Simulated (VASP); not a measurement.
Runs of VASP 6.6.1 on Cd2TeO. The structure is that of space group P-4m2 (No. 115), or close to it. The cells are those of the table. 

```tsv
level	cell	k mesh	gap on the mesh (eV)	pressure (GPa)	largest force (eV/Å)
PBE	a = 4.205, b = 4.205, c = 5.401 Å, 4 atoms	6 × 6 × 6	none	2.4	0.13
r2SCAN	a = 4.205, b = 4.205, c = 5.401 Å, 4 atoms	6 × 6 × 4	none	0.5	0.05
PBE	a = 4.163, b = 4.163, c = 5.571 Å, 4 atoms	6 × 6 × 4	none	(a)	0.02
r2SCAN	a = 4.163, b = 4.163, c = 5.346 Å, 4 atoms	6 × 6 × 4	none	2.7	0.01
r2SCAN	a = 4.247, b = 4.247, c = 5.454 Å, 4 atoms	6 × 6 × 4	none	-1.4	0.09
PBE	a = 4.247, b = 4.247, c = 5.683 Å, 4 atoms	6 × 6 × 4	none	-1.2	0.07
r2SCAN	a = 4.119, b = 4.119, c = 5.290 Å, 4 atoms	6 × 6 × 4	none	5.3	(c)
PBE	a = 4.120, b = 4.120, c = 5.513 Å, 4 atoms	6 × 6 × 4	none	4.4	0.07
PBE	a = 4.206, b = 4.206, c = 5.628 Å, 4 atoms	6 × 6 × 4	none	(b)	0.03
r2SCAN	a = 4.288, b = 4.288, c = 5.507 Å, 4 atoms	6 × 6 × 4	none	-3.0	0.12
PBE	a = 4.288, b = 4.288, c = 5.738 Å, 4 atoms	6 × 6 × 4	none	-2.6	0.10
```

Alike in all rows: task single point; potentials or basis VASP PAW PBE potentials, release 64 (O, Cd, Te); no spin polarisation; cutoff (eV) 520; smearing fermi-dirac 0.02 eV.

Q: Estimate the missing entries.

A: (a) 2.2; (b) 0.3; (c) 0.04.

Caveats: spin-orbit coupling is left out, which moves the levels of the heavy elements; the PAW data sets were made with another functional, which shifts forces and pressure a little (some runs).

A k mesh can miss the band edges, and the runs leave out spin-orbit coupling on Cd, Te.

A gap of «none» marks levels without a gap at the run's occupations.
